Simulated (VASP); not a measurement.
# NbC (Fm-3m) in VASP: density of states with PBE

Aim: the density of states of NbC with PBE.

Program: VASP 6.6.1. These are calculated values, not measurements. Logs are shortened: lines on timing, memory, paths and dates and some standing lists are left out, and cuts for length are marked.

## (1) The cell of the first run

Symmetry: Fm-3m, No. 225, cubic system. The conventional cell has a = 4.508 Å, b = 4.508 Å, c = 4.508 Å, α = 90.00°, β = 90.00°, γ = 90.00°. Within 3.0 Å of Nb (site symmetry m-3m) lie 6 C at 2.25 Å. C (site symmetry m-3m) has 6 Nb at 2.25 Å within 3.0 Å.

## (2) Density of states, PBE

Contents of POSCAR:

```
NbC
1.0
    0.0000000000      2.2540454612      2.2540454612
    2.2540454612      0.0000000000      2.2540454612
    2.2540454612      2.2540454612      0.0000000000
Nb C
1 1
Direct
    0.0000000000      0.0000000000      0.0000000000
    0.5000000000      0.5000000000      0.5000000000
```

Contents of INCAR.step1:

```
ALGO = Normal
EDIFF = 1E-6
ENCUT = 520
GGA = PE
GGA_COMPAT = F
ISIF = 2
ISMEAR = 0
ISYM = 0
LASPH = T
LCHARG = T
LMAXMIX = 4
LORBIT = 11
LREAL = F
LWAVE = F
NBANDS = 16
NEDOS = 2001
NELM = 120
PREC = Accurate
SIGMA = 0.1
```

Contents of KPOINTS.step1:

```
k-points
0
Gamma
  2 2 2
```

Contents of INCAR.step2:

```
ALGO = Normal
EDIFF = 1E-6
ENCUT = 520
GGA = PE
GGA_COMPAT = F
ICHARG = 11
ISIF = 2
ISMEAR = 0
ISYM = 0
LASPH = T
LCHARG = F
LMAXMIX = 4
LORBIT = 10
LREAL = F
LWAVE = F
NEDOS = 2001
NELM = 120
PREC = Accurate
SIGMA = 0.1
```

Contents of KPOINTS.step2:

```
k-points
0
Gamma
  3 3 3
```

Potentials or basis: VASP PAW PBE potentials, release 64 (Nb_sv, C).

Launch:

```console
$ cat potpaw_PBE.64/Nb_sv/POTCAR potpaw_PBE.64/C/POTCAR > POTCAR
$ cp INCAR.step1 INCAR
$ cp KPOINTS.step1 KPOINTS
$ mpirun -np 1 vasp_std > vasp.out
$ cp INCAR.step2 INCAR
$ cp KPOINTS.step2 KPOINTS
$ mpirun -np 1 vasp_std > vasp.out
```

OUTCAR:

```text
EDIFF = 1E-6
   ENCUT = 520
   GGA = PE
   ICHARG = 11
   ISIF = 2
   ISMEAR = 0
   ISYM = 0
   LASPH = T
   LORBIT = 10
   LREAL = F
   NELM = 120
   PREC = Accurate

 ion  position               nearest neighbor table
   1  0.000  0.000  0.000-   2 2.25   2 2.25   2 2.25   2 2.25   2 2.25   2 2.25
   2  0.500  0.500  0.500-   1 2.25   1 2.25   1 2.25   1 2.25   1 2.25   1 2.25

IMPORTANT INFORMATION: All symmetrisations will be switched off!
NOSYMM: (Re-)initialisation of all symmetry stuff for point group C_1.

----------------------------------------------------------------------------------------

                                     Primitive cell

  volume of cell :      22.9044

  direct lattice vectors                    reciprocal lattice vectors
     0.000000000  2.254045461  2.254045461    -0.221823388  0.221823388  0.221823388
     2.254045461  0.000000000  2.254045461     0.221823388 -0.221823388  0.221823388
     2.254045461  2.254045461  0.000000000     0.221823388  0.221823388 -0.221823388

  length of vectors
     3.187701661  3.187701661  3.187701661     0.384209378  0.384209378  0.384209378

  position of ions in fractional coordinates (direct lattice)
     0.000000000  0.000000000  0.000000000
     0.500000000  0.500000000  0.500000000

  ion indices of the primitive-cell ions
   primitive index   ion index
                 1           1
                 2           2

----------------------------------------------------------------------------------------

 KPOINTS: k-points

Automatic generation of k-mesh.
 Grid dimensions read from file:
 generate k-points for:    3    3    3

 Generating k-lattice:

  Cartesian coordinates                     Fractional coordinates (reciprocal lattice)
    -0.073941129  0.073941129  0.073941129     0.333333333  0.000000000  0.000000000
     0.073941129 -0.073941129  0.073941129     0.000000000  0.333333333  0.000000000
     0.073941129  0.073941129 -0.073941129     0.000000000  0.000000000  0.333333333

  Length of vectors
     0.128069793  0.128069793  0.128069793

  Shift w.r.t. Gamma in fractional coordinates (k-lattice)
     0.000000000  0.000000000  0.000000000

 Subroutine IBZKPT returns following result:
 ===========================================

 Found     14 irreducible k-points:

 Following reciprocal coordinates:
            Coordinates               Weight
  0.000000  0.000000  0.000000      1.000000
  0.333333  0.000000  0.000000      2.000000
  0.000000  0.333333  0.000000      2.000000
  0.000000  0.000000  0.333333      2.000000
  0.333333  0.333333  0.333333      2.000000
  0.333333  0.333333  0.000000      2.000000
  0.000000  0.333333  0.333333      2.000000
  0.333333  0.000000  0.333333      2.000000
 -0.333333  0.333333  0.000000      2.000000
  0.000000 -0.333333  0.333333      2.000000
  0.333333  0.000000 -0.333333      2.000000
  0.333333  0.333333 -0.333333      2.000000
 -0.333333  0.333333 -0.333333      2.000000
  0.333333 -0.333333 -0.333333      2.000000
   k-points           NKPTS =     14   k-points in BZ     NKDIM =     14   number of bands    NBANDS=     12
   number of dos      NEDOS =   2001   number of ions     NIONS =      2
   total plane-waves  NPLWV =  13824
   dimension x,y,z NGX =    24 NGY =   24 NGZ =   24
   dimension x,y,z NGXF=    48 NGYF=   48 NGZF=   48
   ions per type =               1   1
   NGX,Y,Z   is equivalent  to a cutoff of  12.52, 12.52, 12.52 a.u.
   NGXF,Y,Z  is equivalent  to a cutoff of  25.03, 25.03, 25.03 a.u.
 SYSTEM =  unknown system
   PREC   = accura    normal or accurate (medium, high low for compatibility)
   ISTART =      0    job   : 0-new  1-cont  2-samecut
   ICHARG =     11    charge: 1-file 2-atom 10-const
   ISPIN  =      1    spin polarized calculation?
   LNONCOLLINEAR =      F non collinear calculations
   LSORBIT =      F    spin-orbit coupling
   LASPH  =      T    aspherical Exc in radial PAW
   ENCUT  =  520.0 eV  38.22 Ry    6.18 a.u.   5.93  5.93  5.93*2*pi/ulx,y,z
   NELM   =    120;   NELMIN=  2; NELMDL=  0     # of ELM steps
   EDIFF  = 0.1E-05   stopping-criterion for ELM
   LREAL  =      F    real-space projection
   EDIFFG = 0.1E-04   stopping-criterion for IOM
   NSW    =      0    number of steps for IOM
   IBRION =     -1    ionic relax: 0-MD 1-quasi-New 2-CG
   NFREE  =      0    steps in history (QN), initial steepest desc. (CG)
   ISIF   =      2    stress and relaxation
   ISYM   =      0    0-nonsym 1-usesym 2-fastsym
   POTIM  = 0.5000    time-step for ionic-motion
   TEBEG  =    0.0;   TEEND  =   0.0 temperature during run
   PSTRESS=    0.0 pullay stress
   NELECT =      17.0000    total number of electrons
   NUPDOWN=      -1.0000    fix difference up-down
   EMIN   =  10.00;   EMAX   =-10.00  energy-range for DOS
   EFERMI =   0.00;   METHOD = LEGACY
   ISMEAR =     0;   SIGMA  =   0.10  broadening in eV -4-tet -1-fermi 0-gaus
   EFERMI_NEDOS =   21; number of points for ismear=-14 and -15
   IALGO  =     38    algorithm
   IMIX   =      4    mixing-type and parameters
     AMIX     =   0.40;   BMIX     =  1.00
     AMIX_MAG =   1.60;   BMIX_MAG =  1.00
  volume/ion in A,a.u.               =      11.45        77.28
  Fermi-wavevector in a.u.,A,eV,Ry     =   1.482240  2.801027 29.892473  2.197035
  Thomas-Fermi vector in A             =   2.596050
   LORBIT       =     10    0 simple, 1 ext, 2 COOP (PROOUT), +10 PAW based schemes
   GGA     = PE    functional components
   LHFCALC =     F    Hartree Fock is set to
   AEXX    =    0.0000 exact exchange contribution
   IVDW    =     0    specifies the selected vdW correction
   LEPSILON=     F    determine dielectric tensor
   LRPA    =     F    only Hartree local field effects (RPA)
 non-spin polarized calculation
 Gauss-broadening in eV      SIGMA  =   0.10
  energy-cutoff  :      520.00
  volume of cell :       22.90
 maximum number of plane-waves:       624

 number of electron      16.9999997 magnetization

 Free energy of the ion-electron system (eV)
  ---------------------------------------------------
  ext. energy  EPLUGINS =         0.00000000
  ---------------------------------------------------
  free energy    TOTEN  =       -20.09389289 eV

  energy without entropy =      -20.07215475  energy(sigma->0) =      -20.08302382

 E-fermi :  12.8140     XC(G=0): -12.9511

 val. band max:       12.3548178897   @ k =   0.0000   0.0000   0.0000
 cond. band min:      12.8529972691   @ k =  -0.3333   0.3333   0.0000
 fundamental gap:      0.4981793794
 Fermi energy:        12.8140260884

 k-point     1 :       0.0000    0.0000    0.0000
  band No.  band energies     occupation
      1     -43.9602      2.00000
      2     -19.6576      2.00000
      3     -19.6576      2.00000
      4     -19.6576      2.00000
      5      -0.9019      2.00000
      6      10.7659      2.00000
      7      10.7659      2.00000
      8      10.7659      2.00000
      9      12.3468      2.00000
     10      12.3468      2.00000
     11      12.3495      2.00000
     12      12.3548      2.00000

 k-point     2 :       0.3333    0.0000    0.0000
  band No.  band energies     occupation
      1     -43.8909      2.00000
      2     -20.2216      2.00000
      3     -19.7141      2.00000
      4     -19.7141      2.00000
      5       1.3541      2.00000
      6       6.4704      2.00000
      7       7.8721      2.00000
      8       7.8721      2.00000
      9      13.0407      0.00135
     10      13.0407      0.00135
     11      14.0312      0.00000
     12      19.0817      0.00000

 k-point     3 :       0.0000    0.3333    0.0000
  band No.  band energies     occupation
      1     -43.8909      2.00000
      2     -20.2216      2.00000
      3     -19.7141      2.00000
      4     -19.7141      2.00000
      5       1.3541      2.00000
      6       6.4704      2.00000
      7       7.8721      2.00000
      8       7.8721      2.00000
      9      13.0407      0.00135
     10      13.0407      0.00135
     11      14.0312      0.00000
     12      19.0817      0.00000

 k-point     4 :       0.0000    0.0000    0.3333
  band No.  band energies     occupation
      1     -43.8909      2.00000
      2     -20.2216      2.00000
      3     -19.7141      2.00000
      4     -19.7141      2.00000
      5       1.3541      2.00000
      6       6.4704      2.00000
      7       7.8721      2.00000
      8       7.8721      2.00000
      9      13.0407      0.00135
     10      13.0407      0.00135
     11      14.0312      0.00000
     12      19.0817      0.00000

 k-point     5 :       0.3333    0.3333    0.3333
  band No.  band energies     occupation
      1     -43.8909      2.00000
      2     -20.2216      2.00000
      3     -19.7141      2.00000
      4     -19.7141      2.00000
      5       1.3541      2.00000
      6       6.4704      2.00000
      7       7.8721      2.00000
      8       7.8721      2.00000
      9      13.0407      0.00135
     10      13.0407      0.00135
     11      14.0312      0.00000
     12      19.0817      0.00000

 k-point     6 :       0.3333    0.3333    0.0000
  band No.  band energies     occupation
      1     -43.8680      2.00000
      2     -20.1613      2.00000
      3     -19.8494      2.00000
      4     -19.8494      2.00000
      5       0.7097      2.00000
      6       7.1669      2.00000
      7       8.5817      2.00000
      8      10.5453      2.00000
      9      10.5453      2.00000
     10      13.4629      0.00000
     11      15.3513      0.00000
     12      15.3513      0.00000

 k-point     7 :       0.0000    0.3333    0.3333
  band No.  band energies     occupation
      1     -43.8680      2.00000
      2     -20.1613      2.00000
      3     -19.8494      2.00000
      4     -19.8494      2.00000
      5       0.7097      2.00000
      6       7.1669      2.00000
      7       8.5817      2.00000
      8      10.5453      2.00000
      9      10.5453      2.00000
     10      13.4629      0.00000
     11      15.3513      0.00000
     12      15.3513      0.00000

 k-point     8 :       0.3333    0.0000    0.3333
  band No.  band energies     occupation
      1     -43.8680      2.00000
      2     -20.1613      2.00000
      3     -19.8494      2.00000
      4     -19.8494      2.00000
      5       0.7097      2.00000
      6       7.1669      2.00000
      7       8.5817      2.00000
      8      10.5453      2.00000
      9      10.5453      2.00000
     10      13.4629      0.00000
     11      15.3513      0.00000
     12      15.3513      0.00000

 k-point     9 :      -0.3333    0.3333    0.0000
  band No.  band energies     occupation
      1     -43.8446      2.00000
      2     -20.1494      2.00000
      3     -20.1237      2.00000
      4     -19.8109      2.00000
      5       1.5670      2.00000
      6       6.5702      2.00000
      7       7.9857      2.00000
      8       8.2782      2.00000
      9      12.8530      0.58154
     10      13.8692      0.00000
     11      15.4406      0.00000
     12      17.2570      0.00000

 k-point    10 :       0.0000   -0.3333    0.3333
  band No.  band energies     occupation
      1     -43.8446      2.00000
      2     -20.1494      2.00000
      3     -20.1237      2.00000
      4     -19.8109      2.00000
      5       1.5670      2.00000
      6       6.5702      2.00000
      7       7.9857      2.00000
      8       8.2782      2.00000
      9      12.8530      0.58154
     10      13.8692      0.00000
     11      15.4406      0.00000
     12      17.2570      0.00000

 k-point    11 :       0.3333    0.0000   -0.3333
  band No.  band energies     occupation
      1     -43.8446      2.00000
      2     -20.1495      2.00000
      3     -20.1237      2.00000
      4     -19.8109      2.00000
      5       1.5670      2.00000
      6       6.5702      2.00000
      7       7.9857      2.00000
      8       8.2782      2.00000
      9      12.8530      0.58154
     10      13.8692      0.00000
     11      15.4406      0.00000
     12      17.2570      0.00000

 k-point    12 :       0.3333    0.3333   -0.3333
  band No.  band energies     occupation
      1     -43.8446      2.00000
      2     -20.1494      2.00000
      3     -20.1237      2.00000
      4     -19.8109      2.00000
      5       1.5670      2.00000
      6       6.5702      2.00000
      7       7.9857      2.00000
      8       8.2782      2.00000
      9      12.8530      0.58153
     10      13.8692      0.00000
     11      15.4406      0.00000
     12      17.2570      0.00000

 k-point    13 :      -0.3333    0.3333   -0.3333
  band No.  band energies     occupation
      1     -43.8446      2.00000
      2     -20.1494      2.00000
      3     -20.1237      2.00000
      4     -19.8109      2.00000
      5       1.5670      2.00000
      6       6.5702      2.00000
      7       7.9857      2.00000
      8       8.2782      2.00000
      9      12.8530      0.58154
     10      13.8692      0.00000
     11      15.4406      0.00000
     12      17.2570      0.00000

 k-point    14 :       0.3333   -0.3333   -0.3333
  band No.  band energies     occupation
      1     -43.8446      2.00000
      2     -20.1494      2.00000
      3     -20.1237      2.00000
      4     -19.8109      2.00000
      5       1.5670      2.00000
      6       6.5702      2.00000
      7       7.9857      2.00000
      8       8.2782      2.00000
      9      12.8530      0.58153
     10      13.8692      0.00000
     11      15.4406      0.00000
     12      17.2570      0.00000

------------------------ aborting loop because EDIFF is reached ----------------------------------------

  FORCE on cell =-STRESS in cart. coord.  units (eV):
  Direction    XX          YY          ZZ          XY          YZ          ZX
  --------------------------------------------------------------------------------------
  -------------------------------------------------------------------------------------
  Total        0.9865280      1.0711546      1.1598685      0.0083701     -0.0093273      0.0792540
  in kB       69.0084076     74.9281037     81.1337118      0.5854947     -0.6524491      5.5438764
  external PRESSURE =      75.0234077 kB  Pullay stress =       0.0000000 kB

 VOLUME and BASIS-vectors are now :
 -----------------------------------------------------------------------------
  energy-cutoff  :      520.00
  volume of cell :       22.90
      direct lattice vectors                 reciprocal lattice vectors
     0.000000000  2.254045461  2.254045461    -0.221823388  0.221823388  0.221823388
     2.254045461  0.000000000  2.254045461     0.221823388 -0.221823388  0.221823388
     2.254045461  2.254045461  0.000000000     0.221823388  0.221823388 -0.221823388

 POSITION                                       TOTAL-FORCE (eV/Angst)
 -----------------------------------------------------------------------------------
      0.00000      0.00000      0.00000        -0.026625     -0.091530      0.254142
      2.25405      2.25405      2.25405         0.026625      0.091530     -0.254142
 -----------------------------------------------------------------------------------
    total drift:                                0.003264      0.011337     -0.031416

  FREE ENERGIE OF THE ION-ELECTRON SYSTEM (eV)
  ---------------------------------------------------
  free  energy   TOTEN  =       -20.0938928851 eV

  energy  without entropy=      -20.0721547502  energy(sigma->0) =      -20.08302382

 total charge

# of ion       s       p       d       tot
------------------------------------------
    1        2.166   6.083   2.398  10.647
    2        0.856   1.493   0.000   2.349
--------------------------------------------------
tot          3.022   7.576   2.398  12.996
```

Wall time 14 s (1 thread of Intel Xeon Platinum 8375C at 2.90GHz (Ice Lake), shared host); peak memory 0.13 GiB.

What came out:

* Valence electrons inside the program's atomic spheres: Nb 10.65; C 2.35

Levels at points of the mesh, in eV from the Fermi level:
```tsv
k point	band 5	band 6	band 7	band 8	band 9	band 10	band 11	band 12
(0.00, 0.00, 0.00)	-13.72	-2.05	-2.05	-2.05	-0.47	-0.47	-0.46	-0.46
```

Caveat: the k points lie up to 1.21 Å⁻¹ apart; the bands computed are all filled at some k points, so no gap is given.
